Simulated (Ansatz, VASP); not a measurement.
**ScHO2 in VASP and in Ansatz**

Contents of INCAR:

```
PREC = Accurate
ENCUT = 520
EDIFF = 1E-6
ISMEAR = 0
SIGMA = 0.05
LREAL = F
LASPH = T
NELM = 60
ALGO = Normal
ISIF = 2
LWAVE = F
LCHARG = F
NBANDS = 20
```

The input KPOINTS:

```
Automatic mesh
0
Gamma
  9 9 9
```

POSCAR

```
ScHO2
1.0
    1.7414177574      1.0054080110      3.9046320711
   -1.7414177574      1.0054080110      3.9046320711
    0.0000000000     -2.0108160221      3.9046320711
Sc H O
1 1 2
Direct
    0.0000000000      0.0000000000      0.0000000000
    0.5000000000      0.5000000000      0.5000000000
    0.5897010000      0.5897010000      0.5897010000
    0.4102990000      0.4102990000      0.4102990000
```

Input for Ansatz:

```yaml
crystal:
  lattice:
    - [1.7414177574, 1.005408011, 3.9046320711]
    - [-1.7414177574, 1.005408011, 3.9046320711]
    - [0.0, -2.0108160221, 3.9046320711]
  atoms:
    - { symbol: Sc, position: [0.0, 0.0, 0.0] }
    - { symbol: H, position: [0.5, 0.5, 0.5] }
    - { symbol: O, position: [0.589701, 0.589701, 0.589701] }
    - { symbol: O, position: [0.410299, 0.410299, 0.410299] }
basis:
  ecutwfc: 420
kpoints:
  mp_grid: { grid: [9, 9, 9] }
hamiltonian:
  xc: lda
scf:
  occupations: { method: gaussian, width: 0.05 }
output:
  forces: true
  stress: true
  eigenvalues: true
```

Alike in both runs: task single point; functional LDA; k mesh 9 × 9 × 9; occupations gaussian, width 0.05 eV; no spin polarisation.

|  | VASP | Ansatz |
| --- | --- | --- |
| version | VASP 6.6.1 | Ansatz 0.2.0 |
| potentials or method | VASP PAW LDA potentials, release 64 (Sc_sv, H, O), cutoff 520 eV | scalar-relativistic, plane waves, PAW |
| valence electrons in the cell | 24 | 24 |

|  | VASP | Ansatz | Ansatz less VASP |
| --- | --- | --- | --- |
| gap on the k mesh at the Fermi level (eV) | 2.20 | 2.22 | +0.016 |
| least direct gap on the mesh (eV) | 2.23 | 2.25 | +0.015 |
| pressure (GPa) | 1.5 | 0.7 | -0.74 |
| traceless stress, the component that is largest in VASP (GPa) | 54.69 | 54.61 | -0.080 |
| rms of the force components (eV/Å) | 2.489 | 2.485 | -0.0042 |

LDA's correlation is that of Perdew and Zunger in VASP and of Perdew and Wang (1992) in Ansatz. Atom by atom the forces differ by 0.004 eV/Å (rms over components).
